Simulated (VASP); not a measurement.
## Li2Sc: relaxation of cell and atoms with PBE

Crystal: Li2Sc.

```
Li Sc
1.0
     3.02393    0.00000    0.00000
     0.00000    8.13989    0.00000
     0.00000    0.00000    5.48949
Li Sc
4 2
Direct
  0.17533 0.16600 0.00000
  0.82467 0.83400 0.00000
  0.82467 0.16600 0.50000
  0.17533 0.83400 0.50000
  0.50000 0.50000 0.00000
  0.50000 0.50000 0.50000
```

The cell was generated, and may not be a known phase.

```yaml
Program: VASP 6.6.1
Task: relaxation of cell and atoms
Functional: PBE
Potentials_or_basis: VASP PAW PBE potentials, release 64 (Li_sv, Sc_sv)
Cutoff: 600 eV
k_mesh: 6 × 2 × 4
Occupations: gaussian, width 0.1 eV
Spin: no spin polarisation
Dipole_correction: no
Further_INCAR_settings: ALGO = Fast; EDIFF = 1e-06; IBRION = 2; EDIFFG = -0.04; NSW = 90; ISIF = 3
```

* Relaxed volume: 22.59 Å³/atom
* Relaxed cell: a = 3.011 Å, b = 8.213 Å, c = 5.480 Å, α = 90.00°, β = 90.00°, γ = 90.00°
* Space group after relaxing (to 0.1 Å): Pccm (No. 49)
* Energy gained by relaxing: 0.7 meV/atom
* Ionic steps: 3
* Pressure after relaxing: 0.1 GPa
* Largest force after relaxing: 0.013 eV/Å
* Band gap on the k mesh: zero (bands 17 and 18 overlap by 1.72 eV)

Forces in eV/Å, atoms in the order of the input:
```
Li   0.006 -0.012  0.000
Li  -0.006  0.012  0.000
Li  -0.006 -0.012  0.000
Li   0.006  0.012  0.000
Sc   0.000  0.000  0.000
Sc   0.000  0.000  0.000
```

Stress tensor (GPa, compression positive):
```
-0.18  0.00  0.00
 0.00  0.16  0.00
 0.00  0.00  0.24
```

Step by step:
```tsv
step	energy change (eV)	largest force (eV/Å)	pressure (GPa)	volume (Å³)
1	0.0000	0.0376	0.07	135.12
2	-0.0023	0.0263	0.09	135.31
3	-0.0040	0.0131	0.08	135.54
```

Final structure:
```
Li Sc
1.0
     3.01146    0.00000    0.00000
     0.00000    8.21332    0.00000
     0.00000    0.00000    5.48000
Li Sc
4 2
Direct
  0.17524 0.16549 0.00000
  0.82476 0.83451 0.00000
  0.82476 0.16549 0.50000
  0.17524 0.83451 0.50000
  0.50000 0.50000 0.00000
  0.50000 0.50000 0.50000
```

Levels at points of the mesh, in eV from the Fermi level:
```csv
k point,band 14,band 15,band 16,band 17,band 18,band 19,band 20,band 21
"(0.00, 0.00, 0.00)",-2.25,-1.71,-0.82,-0.35,-0.22,-0.19,0.07,1.26
"(0.50, 0.00, 0.00)",-1.14,-0.80,-0.17,-0.12,0.46,0.96,1.07,1.43
"(0.00, 0.50, 0.00)",-2.94,-1.04,-0.63,-0.31,-0.29,-0.19,0.51,1.23
"(0.50, 0.50, 0.00)",-0.96,-0.85,-0.17,-0.02,0.28,0.44,0.98,1.04
"(0.00, 0.00, 0.50)",-2.95,-1.20,-1.20,-1.13,-1.13,0.61,0.61,1.04
"(0.50, 0.00, 0.50)",-0.65,-0.22,-0.22,0.31,0.31,0.87,0.87,1.80
"(0.00, 0.50, 0.50)",-2.74,-2.11,-2.11,0.14,0.14,0.16,0.16,0.97
"(0.50, 0.50, 0.50)",-0.65,-0.16,-0.16,0.48,0.48,0.55,0.55,1.71
```

It took 7.8 min on 1 thread of AMD EPYC 9R45 96-Core Processor (Zen 5) (shared host), peak memory 0.29 GiB.

Caveat: the k points lie up to 0.38 Å⁻¹ apart in the final cell, too coarse for converged energies and pressures of a metal; the cutoff is under 1.25 times the usual one of these potentials, so pressure, stress and relaxed cells hold a basis-set (Pulay) error.
